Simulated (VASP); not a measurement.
Wanted: the native input for a VASP 6.6.1 run.

```
Task                   : single point
Functional             : PBEsol
Potentials or basis    : VASP PAW PBE potentials, release 64 (Ta_pv)
Cutoff                 : 520 eV
k mesh                 : 14 × 14 × 7
Occupations            : methfessel-paxton, width 0.15 eV
Spin                   : no spin polarisation
Dipole correction      : no
Further INCAR settings : ALGO = Normal; EDIFF = 1e-06; NBANDS = 18
```

The structure of Ta lies in POSCAR:

```
Ta
1.0
    2.9728813717      0.0000000000      0.0000000000
   -1.4864406910      2.5745907975      0.0000000000
    0.0000000000      0.0000000000      4.9173339679
Ta
2
Direct
    0.6666666667      0.3333333333      0.7500000000
    0.3333333333      0.6666666667      0.2500000000
```

This isn't the form of Ta at room conditions, which is bcc.

These files were run (other wordings do the same):

INCAR

```
PREC = Accurate
ENCUT = 520
EDIFF = 1E-6
ISMEAR = 1
SIGMA = 0.15
LREAL = False
LASPH = True
NELM = 80
ALGO = Normal
ISIF = 2
LWAVE = False
LCHARG = False
GGA = PS
NBANDS = 18
```

KPOINTS

```
Automatic mesh
0
Gamma
  14 14 7
```

Potentials or basis: VASP PAW PBE potentials, release 64 (Ta_pv).

Launch:

```sh
$ cat potpaw_PBE.64/Ta_pv/POTCAR > POTCAR
$ mpirun -np 1 vasp_std > vasp.out
```

Results of the run:

```
Pressure               : -7.4 GPa
Band gap on the k mesh : zero (bands 11 and 12 overlap by 1.66 eV)
```

Caveat: the cell stands under tension; the PAW data sets were made with another functional, which shifts forces and pressure a little; spin-orbit coupling is left out, which moves the levels of the heavy elements.

Run time: 58 s on 1 thread of Intel Xeon 8259CL (shared host), peak memory 0.19 GiB.
